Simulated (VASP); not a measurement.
Write the native input for VASP 6.6.1 that does the following.

| Property | Result |
| --- | --- |
| Task | relaxation of cell and atoms |
| Functional | PBEsol |
| Potentials or basis | VASP PAW PBE potentials, release 64 (Bi_d) |
| Cutoff | 600 eV |
| k mesh | 18 × 18 × 18 |
| Occupations | fermi-dirac, width 0.08 eV |
| Spin | no spin polarisation |
| Target pressure | 360 GPa |
| Dipole correction | no |
| Further INCAR settings | ALGO = Normal; EDIFF = 1e-07; IBRION = 2; EDIFFG = -0.005; NSW = 32; ISIF = 3 |

The structure of Bi lies in POSCAR:

```
Bi
1.0
   -1.4807569890      1.4807569890      1.4807569890
    1.4807569890     -1.4807569890      1.4807569890
    1.4807569890      1.4807569890     -1.4807569890
Bi
1
Direct
    0.0000000000      0.0000000000      0.0000000000
```

The input as run:

INCAR

```
PREC = Accurate
ENCUT = 600
EDIFF = 1E-7
ISMEAR = -1
SIGMA = 0.08
LREAL = False
LASPH = True
NELM = 80
ALGO = Normal
ISIF = 3
LWAVE = False
LCHARG = False
GGA = PS
IBRION = 2
NSW = 32
EDIFFG = -0.005
PSTRESS = 3600.0
```

KPOINTS

```
regular mesh
0
Gamma
  18 18 18
```

Potentials or basis: VASP PAW PBE potentials, release 64 (Bi_d).

Launch:

```bash
$ cat potpaw_PBE.64/Bi_d/POTCAR > POTCAR
$ mpirun -np 1 vasp_std > vasp.out
```

It gave:

- Relaxed volume: 12.99 Å³/atom
- Relaxed cell: a = 2.565 Å, b = 2.565 Å, c = 2.565 Å, α = 109.47°, β = 109.47°, γ = 109.47°
- Space group after relaxing (to 0.05 Å): Im-3m (No. 229)
- Energy change on relaxing (the enthalpy is what falls): -8.6 meV/atom
- Ionic steps: 4
- Pressure after relaxing: 360.0 GPa

Caveat: the cell is relaxed towards a set pressure, so the enthalpy falls and the energy may rise; the PAW data sets were made with another functional, which shifts forces and pressure a little.

It took 63 s on 1 thread of AMD EPYC 9R45 (Zen 5) (shared host), peak memory 0.12 GiB.
